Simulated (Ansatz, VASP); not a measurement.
**ScAsS in VASP and in Ansatz**

```
Sc As S
1.0
     3.53615    0.00000    0.00000
     0.00000    3.53615    0.00000
     0.00000    0.00000    5.23910
Sc As S
1 1 1
Cartesian
  0.0000 0.0000 0.0000
  1.7681 1.7681 2.6195
  1.7681 1.7681 0.0000
```

Change from the starting cell: species swapped into the MgNiH type (P4/mmm, No. 123).

Alike in both runs: functional PBE; k mesh 4 × 4 × 4; occupations gaussian, width 0.1 eV; no spin polarisation.

Ansatz relaxed the structure, and its values are those at the end. VASP's run is a single point on that final structure, the one shown.

```csv
,VASP,Ansatz
version,VASP 6.6.1,Ansatz 0.2.0
potentials or method,"VASP PAW PBE potentials, release 64 (Sc_sv, As, S), cutoff 520 eV","scalar-relativistic, plane waves, PAW"
valence electrons in the cell,22,32
```

```tsv
	VASP	Ansatz	Ansatz less VASP
gap on the k mesh at the Fermi level (eV)	none	none	-
pressure (GPa)	0.1	0.0	-0.16
```

A gap of «none» marks a metal or a gap that the smearing closes. VASP's potentials hold 22 valence electrons a cell and Ansatz's 32, so a difference there can come from the potentials and not from the codes.

The k mesh is coarse, so the values compare programs but aren't converged.
